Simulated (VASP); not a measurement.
# Cs (P6/mmm) in VASP: notebook

Runs on Cs. Level: revPBE. Tasks: single point.

Program: VASP 6.6.1. These are calculated values, not measurements. Logs are shortened: lines on timing, memory, paths and dates and some standing lists are left out, and cuts for length are marked.

### Step 1. The cell of the first run

Symmetry: P6/mmm, No. 191, hexagonal system. The conventional cell has a = 9.083 Å, b = 9.083 Å, c = 5.455 Å, α = 90.00°, β = 90.00°, γ = 120.00°.

This isn't the form of Cs at room conditions, which is bcc.

### Step 2. Single point, revPBE (129.90 Å³/atom)

INCAR reads:

```
SYSTEM = Cs
ALGO = Normal
EDIFF = 1E-7
ENCUT = 520
GGA = RE
ISIF = 2
ISMEAR = -1
LASPH = .True.
LCHARG = .False.
LREAL = .False.
LWAVE = .False.
NBANDS = 20
NELM = 100
PREC = Accurate
SIGMA = 0.1
```

KPOINTS reads:

```
k-points
0
Gamma
  5 5 7
  0 0 0
```

POSCAR reads:

```
Cs
1.0
    9.0825320438      0.0000000000      0.0000000000
   -4.5412660219      7.8657034806      0.0000000000
    0.0000000000      0.0000000000      5.4548371465
Cs
3
Direct
    0.0000000000      0.0000000000      0.0000000000
    0.3333333333      0.6666666667      0.5000000000
    0.6666666667      0.3333333333      0.5000000000
```

Potentials or basis: VASP PAW PBE potentials, release 64 (Cs_sv).

Run with:

```
$ cat potpaw_PBE.64/Cs_sv/POTCAR > POTCAR
$ mpirun -np 1 vasp_std > vasp.out
```

OUTCAR:

```text
SYSTEM = Cs
   EDIFF = 1E-7
   ENCUT = 520
   GGA = RE
   ISIF = 2
   ISMEAR = -1
   LASPH = .True.
   LREAL = .False.
   NELM = 100
   PREC = Accurate

 ion  position               nearest neighbor table
   1  0.000  0.000  0.000-
   2  0.333  0.667  0.500-
   3  0.667  0.333  0.500-

  LATTYP: Found a hexagonal cell.
 ALAT       =     9.0825320438
 C/A-ratio  =     0.6005855108

  Lattice vectors:

 A1 = (   9.0825320438,   0.0000000000,   0.0000000000)
 A2 = (  -4.5412660219,   7.8657034806,   0.0000000000)
 A3 = (   0.0000000000,   0.0000000000,   5.4548371465)

Analysis of symmetry for initial positions (statically):
=====================================================================
 Subroutine PRICEL returns:
 Original cell was already a primitive cell.

 Routine SETGRP: Setting up the symmetry group for a
 hexagonal supercell.

 Subroutine GETGRP returns: Found 24 space group operations
 (whereof 24 operations were pure point group operations)
 out of a pool of 24 trial point group operations.

The static configuration has the point symmetry D_6h.

Analysis of symmetry for dynamics (positions and initial velocities):
=====================================================================
 Subroutine PRICEL returns:
 Original cell was already a primitive cell.

 Routine SETGRP: Setting up the symmetry group for a
 hexagonal supercell.

 Subroutine GETGRP returns: Found 24 space group operations
 (whereof 24 operations were pure point group operations)
 out of a pool of 24 trial point group operations.

The dynamic configuration has the point symmetry D_6h.

 Subroutine INISYM returns: Found 24 space group operations
 (whereof 24 operations are pure point group operations),
 and found     1 'primitive' translations

----------------------------------------------------------------------------------------

                                     Primitive cell

  volume of cell :     389.6963

  direct lattice vectors                    reciprocal lattice vectors
     9.082532044  0.000000000  0.000000000     0.110101456  0.063567105  0.000000000
    -4.541266022  7.865703481  0.000000000     0.000000000  0.127134210  0.000000000
     0.000000000  0.000000000  5.454837147     0.000000000  0.000000000  0.183323530

  length of vectors
     9.082532044  9.082532044  5.454837147     0.127134210  0.127134210  0.183323530

  position of ions in fractional coordinates (direct lattice)
     0.000000000  0.000000000  0.000000000
     0.333333333  0.666666667  0.500000000
     0.666666667  0.333333333  0.500000000

  ion indices of the primitive-cell ions
   primitive index   ion index
                 1           1
                 2           2
                 3           3

----------------------------------------------------------------------------------------

 KPOINTS: k-points

Automatic generation of k-mesh.
 Grid dimensions read from file:
 generate k-points for:    5    5    7

 Generating k-lattice:

  Cartesian coordinates                     Fractional coordinates (reciprocal lattice)
     0.022020291  0.012713421  0.000000000     0.200000000  0.000000000  0.000000000
     0.000000000  0.025426842  0.000000000     0.000000000  0.200000000  0.000000000
     0.000000000  0.000000000  0.026189076     0.000000000  0.000000000  0.142857143

  Length of vectors
     0.025426842  0.025426842  0.026189076

  Shift w.r.t. Gamma in fractional coordinates (k-lattice)
     0.000000000  0.000000000  0.000000000

 Subroutine IBZKPT returns following result:
 ===========================================

 Found     20 irreducible k-points:

 Following reciprocal coordinates:
            Coordinates               Weight
  0.000000  0.000000  0.000000      1.000000
  0.200000 -0.000000  0.000000      6.000000
  0.400000 -0.000000  0.000000      6.000000
  0.200000  0.200000  0.000000      6.000000
  0.400000  0.200000  0.000000      6.000000
  0.000000  0.000000  0.142857      2.000000
[... 12 lines left out ...]
  0.200000  0.200000  0.428571     12.000000
  0.400000  0.200000  0.428571     12.000000
   k-points           NKPTS =     20   k-points in BZ     NKDIM =     20   number of bands    NBANDS=     20
   number of dos      NEDOS =    301   number of ions     NIONS =      3
   total plane-waves  NPLWV = 205800
   dimension x,y,z NGX =    70 NGY =   70 NGZ =   42
   dimension x,y,z NGXF=   140 NGYF=  140 NGZF=   84
   ions per type =               3
   NGX,Y,Z   is equivalent  to a cutoff of  12.81, 12.81, 12.80 a.u.
   NGXF,Y,Z  is equivalent  to a cutoff of  25.63, 25.63, 25.60 a.u.
 SYSTEM =  Cs
   PREC   = accura    normal or accurate (medium, high low for compatibility)
   ISTART =      0    job   : 0-new  1-cont  2-samecut
   ICHARG =      2    charge: 1-file 2-atom 10-const
   ISPIN  =      1    spin polarized calculation?
   LNONCOLLINEAR =      F non collinear calculations
   LSORBIT =      F    spin-orbit coupling
   LASPH  =      T    aspherical Exc in radial PAW
   ENCUT  =  520.0 eV  38.22 Ry    6.18 a.u.  16.89 16.89 10.14*2*pi/ulx,y,z
   NELM   =    100;   NELMIN=  2; NELMDL= -5     # of ELM steps
   EDIFF  = 0.1E-06   stopping-criterion for ELM
   LREAL  =      F    real-space projection
   EDIFFG = 0.1E-05   stopping-criterion for IOM
   NSW    =      0    number of steps for IOM
   IBRION =     -1    ionic relax: 0-MD 1-quasi-New 2-CG
   NFREE  =      0    steps in history (QN), initial steepest desc. (CG)
   ISIF   =      2    stress and relaxation
   ISYM   =      2    0-nonsym 1-usesym 2-fastsym
   POTIM  = 0.5000    time-step for ionic-motion
   TEBEG  =    0.0;   TEEND  =   0.0 temperature during run
   PSTRESS=    0.0 pullay stress
   NELECT =      27.0000    total number of electrons
   NUPDOWN=      -1.0000    fix difference up-down
   EMIN   =  10.00;   EMAX   =-10.00  energy-range for DOS
   EFERMI =   0.00;   METHOD = LEGACY
   ISMEAR =    -1;   SIGMA  =   0.10  broadening in eV -4-tet -1-fermi 0-gaus
   EFERMI_NEDOS =   21; number of points for ismear=-14 and -15
   IALGO  =     38    algorithm
   IMIX   =      4    mixing-type and parameters
     AMIX     =   0.40;   BMIX     =  1.00
     AMIX_MAG =   1.60;   BMIX_MAG =  1.00
  volume/ion in A,a.u.               =     129.90       876.60
  Fermi-wavevector in a.u.,A,eV,Ry     =   0.672389  1.270631  6.151290  0.452107
  Thomas-Fermi vector in A             =   1.748494
   LORBIT       =      0    0 simple, 1 ext, 2 COOP (PROOUT), +10 PAW based schemes
   GGA     = RE    functional components
   LHFCALC =     F    Hartree Fock is set to
   AEXX    =    0.0000 exact exchange contribution
   IVDW    =     0    specifies the selected vdW correction
   LEPSILON=     F    determine dielectric tensor
   LRPA    =     F    only Hartree local field effects (RPA)
 non-spin polarized calculation
  energy-cutoff  :      520.00
  volume of cell :      389.70
 maximum number of plane-waves:     10526
 NGX is ok and might be reduce to    70
   NGX = 33   NGY = 33   NGZ = 21

 number of electron      26.9999998 magnetization

 Free energy of the ion-electron system (eV)
  ---------------------------------------------------
  ext. energy  EPLUGINS =         0.00000000
  ---------------------------------------------------
  free energy    TOTEN  =        -2.30004017 eV

  energy without entropy =       -2.18027918  energy(sigma->0) =       -2.24015967

 E-fermi :   0.2731     XC(G=0):  -4.9984

 val. band max:        0.2671680929   @ k =   0.2000   0.2000   0.1429
 cond. band min:       0.3960031662   @ k =   0.4000  -0.0000   0.0000
 fundamental gap:      0.1288350734
 Fermi energy:         0.2731485994

 k-point     1 :       0.0000    0.0000    0.0000
  band No.  band energies     occupation
      1     -23.7383      2.00000
      2     -23.7331      2.00000
      3     -23.6557      2.00000
      4     -10.5830      2.00000
      5     -10.5830      2.00000
      6     -10.5233      2.00000
[... 12 lines left out ...]
     19       1.2666      0.00010
     20       2.4225      0.00000

 k-point     2 :       0.2000   -0.0000    0.0000
  band No.  band energies     occupation
      1     -23.7378      2.00000
      2     -23.7336      2.00000
      3     -23.6557      2.00000
      4     -10.5869      2.00000
      5     -10.5800      2.00000
      6     -10.5229      2.00000
[... 12 lines left out ...]
     19       1.7831      0.00000
     20       2.4561      0.00000

 k-point     3 :       0.4000   -0.0000    0.0000
  band No.  band energies     occupation
      1     -23.7368      2.00000
      2     -23.7346      2.00000
      3     -23.6557      2.00000
      4     -10.5923      2.00000
      5     -10.5696      2.00000
      6     -10.5313      2.00000
[... 12 lines left out ...]
     19       2.0578      0.00000
     20       2.1045      0.00000

 k-point     4 :       0.2000    0.2000    0.0000
  band No.  band energies     occupation
      1     -23.7371      2.00000
      2     -23.7343      2.00000
      3     -23.6557      2.00000
      4     -10.5901      2.00000
      5     -10.5733      2.00000
      6     -10.5300      2.00000
[... 12 lines left out ...]
     19       2.0463      0.00000
     20       2.2070      0.00000

 k-point     5 :       0.4000    0.2000    0.0000
  band No.  band energies     occupation
      1     -23.7362      2.00000
      2     -23.7352      2.00000
      3     -23.6557      2.00000
      4     -10.5916      2.00000
      5     -10.5624      2.00000
      6     -10.5432      2.00000
[... 12 lines left out ...]
     19       2.0384      0.00000
     20       2.0499      0.00000
[... 261 lines left out ...]
      6     -10.5716      2.00000
[... 12 lines left out ...]
     19       1.9590      0.00000
     20       2.1565      0.00000

 k-point    18 :       0.4000   -0.0000    0.4286
  band No.  band energies     occupation
      1     -23.7350      2.00000
      2     -23.7327      2.00000
      3     -23.6539      2.00000
      4     -10.5806      2.00000
      5     -10.5806      2.00000
      6     -10.5706      2.00000
[... 12 lines left out ...]
     19       1.5299      0.00001
     20       2.1262      0.00000

 k-point    19 :       0.2000    0.2000    0.4286
  band No.  band energies     occupation
      1     -23.7352      2.00000
      2     -23.7325      2.00000
      3     -23.6539      2.00000
      4     -10.5827      2.00000
      5     -10.5808      2.00000
      6     -10.5700      2.00000
[... 12 lines left out ...]
     19       1.8059      0.00000
     20       2.0254      0.00000

 k-point    20 :       0.4000    0.2000    0.4286
  band No.  band energies     occupation
      1     -23.7344      2.00000
      2     -23.7333      2.00000
      3     -23.6539      2.00000
      4     -10.5860      2.00000
      5     -10.5784      2.00000
      6     -10.5733      2.00000
[... 12 lines left out ...]
     19       1.8090      0.00000
     20       2.1951      0.00000

------------------------ aborting loop because EDIFF is reached ----------------------------------------

  FORCE on cell =-STRESS in cart. coord.  units (eV):
  Direction    XX          YY          ZZ          XY          YZ          ZX
  --------------------------------------------------------------------------------------
  -------------------------------------------------------------------------------------
  Total        0.0088427      0.0088427     -0.0226800      0.0000000      0.0000000      0.0000000
  in kB        0.0363552      0.0363552     -0.0932454      0.0000000      0.0000000      0.0000000
  external PRESSURE =      -0.0068450 kB  Pullay stress =       0.0000000 kB

 VOLUME and BASIS-vectors are now :
 -----------------------------------------------------------------------------
  energy-cutoff  :      520.00
  volume of cell :      389.70
      direct lattice vectors                 reciprocal lattice vectors
     9.082532044  0.000000000  0.000000000     0.110101456  0.063567105  0.000000000
    -4.541266022  7.865703481  0.000000000     0.000000000  0.127134210  0.000000000
     0.000000000  0.000000000  5.454837147     0.000000000  0.000000000  0.183323530

 POSITION                                       TOTAL-FORCE (eV/Angst)
 -----------------------------------------------------------------------------------
      0.00000      0.00000      0.00000         0.000000      0.000000      0.000000
     -0.00000      5.24380      2.72742        -0.000000      0.000000      0.000000
      4.54127      2.62190      2.72742         0.000000     -0.000000     -0.000000
 -----------------------------------------------------------------------------------
    total drift:                                0.000000     -0.000000     -0.000000

  FREE ENERGIE OF THE ION-ELECTRON SYSTEM (eV)
  ---------------------------------------------------
  free  energy   TOTEN  =        -2.3000401683 eV

  energy  without entropy=       -2.1802791805  energy(sigma->0) =       -2.24015967
```

Run time: 58 s. Hardware: 1 thread of Intel Xeon 6975P-C (Granite Rapids), shared host; peak memory 0.52 GiB.

Results:

```yaml
Free_energy: -2.3000 eV
Pressure: 0.0 GPa
Band_gap_on_the_k_mesh: zero (an odd number of electrons rules out a gap without spin polarisation)
```

Levels at points of the mesh, in eV from the Fermi level:
| k point | band 11 | band 12 | band 13 | band 14 | band 15 | band 16 |
| --- | --- | --- | --- | --- | --- | --- |
| (0.00, 0.00, 0.00) | -10.73 | -10.71 | -1.54 | 0.73 | 0.82 | 0.82 |

Caveat: the PAW data sets were made with another functional, which shifts forces and pressure a little; spin-orbit coupling is left out, which moves the levels of the heavy elements.

### Step 3. Single point, revPBE (135.09 Å³/atom)

This run uses another cell than the first one, of 135.09 Å³/atom.

INCAR reads:

```
SYSTEM = Cs
PREC = Accurate
ENCUT = 520
EDIFF = 1E-6
ISMEAR = -1
SIGMA = 0.1
LREAL = .False.
LASPH = .True.
NELM = 80
ALGO = Normal
ISIF = 2
LWAVE = .False.
LCHARG = .True.
GGA = RE
LELF = .True.
LVHAR = .True.
NBANDS = 20
```

KPOINTS reads:

```
Automatic mesh
0
Gamma
  5 5 7
  0 0 0
```

POSCAR reads:

```
Cs
1.0
    9.2020527507      0.0000000000      0.0000000000
   -4.6010263754      7.9692114491      0.0000000000
    0.0000000000      0.0000000000      5.5266195513
Cs
3
Direct
    0.0000000000      0.0000000000      0.0000000000
    0.3333333333      0.6666666667      0.5000000000
    0.6666666667      0.3333333333      0.5000000000
```

Potentials or basis: VASP PAW PBE potentials, release 64 (Cs_sv).

Run with:

```
$ cat potpaw_PBE.64/Cs_sv/POTCAR > POTCAR
$ mpirun -np 1 vasp_std > vasp.out
```

Run time: 54 s. Hardware: 1 thread of Intel Xeon 6975P-C (Granite Rapids), shared host; peak memory 0.51 GiB.

The run converged. Its results:

```
Free energy            : -2.2976 eV
Pressure               : -0.1 GPa
Band gap on the k mesh : zero (an odd number of electrons rules out a gap without spin polarisation)
```

Levels at points of the mesh, in eV from the Fermi level:
| k point | band 11 | band 12 | band 13 | band 14 | band 15 | band 16 |
| --- | --- | --- | --- | --- | --- | --- |
| (0.00, 0.00, 0.00) | -10.76 | -10.74 | -1.50 | 0.74 | 0.81 | 0.81 |

Caveat: the PAW data sets were made with another functional, which shifts forces and pressure a little; spin-orbit coupling is left out, which moves the levels of the heavy elements.

### Step 4. Single point, revPBE (140.29 Å³/atom)

This run uses another cell than the first one, of 140.29 Å³/atom.

INCAR reads:

```
PREC     = Accurate       # precision mode
ENCUT    = 520            # plane-wave cutoff, eV
EDIFF    = 1E-6           # SCF threshold, eV
ISMEAR   = -1             # smearing method
SIGMA    = 0.1            # smearing width, eV
LREAL    = False          # projectors in reciprocal space
LASPH    = True           # aspherical terms in the spheres
NELM     = 100            # most SCF steps
ALGO     = Normal         # electronic algorithm
ISIF     = 2              # what is computed and relaxed
LWAVE    = False          # write WAVECAR
LCHARG   = False          # write CHGCAR
GGA      = RE             # functional
NBANDS   = 20             # bands
```

KPOINTS reads:

```
regular mesh
0
Gamma
  5 5 7
```

POSCAR reads:

```
Cs
1.0
    9.3185467979      0.0000000000      0.0000000000
   -4.6592733990      8.0700982534      0.0000000000
    0.0000000000      0.0000000000      5.5965841881
Cs
3
Direct
    0.0000000000      0.0000000000      0.0000000000
    0.3333333333      0.6666666667      0.5000000000
    0.6666666667      0.3333333333      0.5000000000
```

Run with:

```
$ cat potpaw_PBE.64/Cs_sv/POTCAR > POTCAR
$ mpirun -np 1 vasp_std > vasp.out
```

Run time: 61 s. Hardware: 1 thread of Intel Xeon 6975P-C (Granite Rapids), shared host; peak memory 0.52 GiB.

It converged, with:

```yaml
Free_energy: -2.2900 eV
Pressure: -0.1 GPa
Band_gap_on_the_k_mesh: zero (an odd number of electrons rules out a gap without spin polarisation)
```

Levels at points of the mesh, in eV from the Fermi level:
```
           k point  band 10  band 11  band 12  band 13  band 14  band 15  band 16  band 17
(0.00, 0.00, 0.00)   -10.79   -10.79   -10.77    -1.47     0.74     0.80     0.80     0.81
```

Caveat: the PAW data sets were made with another functional, which shifts forces and pressure a little; spin-orbit coupling is left out, which moves the levels of the heavy elements.

### Step 5. The runs side by side

```csv
cell,gap on the mesh (eV),pressure (GPa)
"a = 9.083, b = 9.083, c = 5.455 Å, angles 90.0, 90.0, 120.0°, 3 atoms",none,0.0
"a = 9.202, b = 9.202, c = 5.527 Å, angles 90.0, 90.0, 120.0°, 3 atoms",none,-0.1
"a = 9.319, b = 9.319, c = 5.597 Å, angles 90.0, 90.0, 120.0°, 3 atoms",none,-0.1
```

Alike in all rows: task single point; level revPBE; potentials or basis VASP PAW PBE potentials, release 64 (Cs_sv); no spin polarisation; k mesh 5 × 5 × 7; cutoff (eV) 520; smearing fermi-dirac 0.1 eV.

Caveats: the PAW data sets were made with another functional, which shifts forces and pressure a little; spin-orbit coupling is left out, which moves the levels of the heavy elements.

Total energies depend on the potentials used, so only differences within one code and one set of settings carry meaning.
